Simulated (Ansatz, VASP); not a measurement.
# Lu: VASP beside Ansatz

```
CELL_PARAMETERS angstrom
3.50708 0.00000 0.00000
-1.75354 3.03722 0.00000
0.00000 0.00000 5.47729
ATOMIC_POSITIONS crystal
Lu 0.33333 0.66667 0.25000
Lu 0.66667 0.33333 0.75000
```

Alike in both runs: task single point; functional PBE; k mesh 10 × 10 × 6; occupations methfessel-paxton of order 1, width 0.3 eV; no spin polarisation.

|  | VASP | Ansatz |
| --- | --- | --- |
| version | VASP 6.6.1 | Ansatz 0.2.0 |
| potentials or method | VASP PAW PBE potentials, release 64 (Lu), cutoff 520 eV | plane waves (420 eV) with PAW, scalar-relativistic |
| valence electrons in the cell | 50 | 50 |

Ansatz gave:

| Quantity | Value |
| --- | --- |
| pressure (GPa) | -0.1 |
| traceless stress, the component that is largest in VASP (GPa) | -0.14 |

Question: Estimate VASP's values.

Answer: Pressure (GPa): 0.2; traceless stress, the component that is largest in VASP (GPa): -0.14.

With one functional, cell and mesh, what is left measures potentials, basis and numerics.

Spin-orbit coupling is off throughout.
